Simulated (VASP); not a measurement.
Runs of VASP 6.6.1 on C. The structure is that of space group Fd-3m (No. 227), or close to it. The cells are those of the table. 

```tsv
level	cell	k mesh	smearing	grid for exact exchange (PRECFOCK)	screening parameter	gap on the mesh (eV)	pressure (GPa)
HSE06	a = 2.555 Å, angles 60.0°, 2 atoms	8 × 8 × 8	gaussian 0.01 eV	Normal	0.2079 1/Å	5.18	-23.5
r2SCAN	a = 2.555 Å, angles 60.0°, 2 atoms	12 × 12 × 12	gaussian 0.01 eV	-	-	4.25	-17.6
PBE	a = 2.555 Å, angles 60.0°, 2 atoms	12 × 12 × 12	fermi-dirac 0.02 eV	-	-	4.06	(a)
PBE	a = 2.437 Å, angles 62.2°, 2 atoms	12 × 12 × 12	fermi-dirac 0.02 eV	-	-	(c)	(b)
```

Alike in all rows: task single point; potentials or basis VASP PAW PBE potentials, release 64 (C); no spin polarisation; cutoff (eV) 520.

Problem. Fill in the values left out.

Solution. (a) -13.7; (b) 30.6; (c) 3.98.

Caveats: the PAW data sets were made with another functional, which shifts forces and pressure a little (some runs).

A k mesh can miss the band edges.
